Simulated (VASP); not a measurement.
Wanted: the native input for a VASP 6.6.1 run.

```yaml
Task: electric field gradients
Functional: PBE
Potentials_or_basis: VASP PAW PBE potentials, release 64 (K_sv, Br)
Cutoff: 520 eV
k_mesh: 11 × 11 × 11
Occupations: fermi-dirac, width 0.08 eV
Spin: no spin polarisation
Dipole_correction: no
Further_INCAR_settings: ALGO = Normal; EDIFF = 1e-08; NBANDS = 15
```

The structure of KBr (zincblende type) lies in POSCAR:

```
KBr
1.0
    0.0000000000      3.6517201777      3.6517201777
    3.6517201777      0.0000000000      3.6517201777
    3.6517201777      3.6517201777      0.0000000000
K Br
1 1
Direct
    0.0000000000      0.0000000000      0.0000000000
    0.2500000000      0.2500000000      0.2500000000
```

This cell differs from its parent crystal: volume scaled by 0.95.

One way to write it, as run:

INCAR

```
PREC = Accurate ; ENCUT = 520
EDIFF = 1E-8 ; ISMEAR = -1
SIGMA = 0.08 ; LREAL = False
LASPH = True ; NELM = 60
ALGO = Normal ; ISIF = 2
LWAVE = False ; LCHARG = False
GGA = PE ; LEFG = True
NBANDS = 15
```

KPOINTS

```
Automatic mesh
0
Gamma
  11 11 11
```

Potentials or basis: VASP PAW PBE potentials, release 64 (K_sv, Br).

Launch:

```console
$ cat potpaw_PBE.64/K_sv/POTCAR potpaw_PBE.64/Br/POTCAR > POTCAR
$ mpirun -np 1 vasp_std > vasp.out
```

Results of the run:

| Property | Result |
| --- | --- |
| Pressure | 0.6 GPa |
| Band gap on the k mesh | 4.33 eV, indirect (least direct gap 4.35 eV) |

Caveat: without QUAD_EFG the Cq values of the log hold for a quadrupole moment of 1 mb, not for the nuclei.

Wall time 36 s on 1 thread of Intel(R) Xeon(R) 6975P-C (Granite Rapids), with other jobs on the host, peak memory 0.28 GiB.
